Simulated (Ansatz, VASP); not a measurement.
**Two plane-wave programs on Ir**

```
CELL_PARAMETERS angstrom
0.00000 1.94111 1.94111
1.94111 0.00000 1.94111
1.94111 1.94111 0.00000
ATOMIC_POSITIONS crystal
Ir 0.00000 0.00000 0.00000
```

Alike in both runs: task single point; functional r2SCAN; k mesh 18 × 18 × 18; occupations gaussian, width 0.1 eV; no spin polarisation.

|  | VASP | Ansatz |
| --- | --- | --- |
| version | VASP 6.6.1 | Ansatz 0.2.0 |
| potentials or method | VASP PAW PBE potentials, release 64 (Ir), cutoff 520 eV | scalar-relativistic, plane waves, PAW |
| valence electrons in the cell | 9 | 17 |

VASP gave:

* gap on the k mesh at the Fermi level (eV): none
* pressure (GPa): -8.2

Question: What did Ansatz give for the same quantities?

Answer: gap on the k mesh at the Fermi level (eV): none; pressure (GPa): -10.4.

VASP's potentials were made for PBE, not for r2SCAN. A gap of «none» marks a metal or a gap that the smearing closes. VASP's potentials hold 9 valence electrons a cell and Ansatz's 17, so a difference there can come from the potentials and not from the codes.

Neither program's run includes spin-orbit coupling.
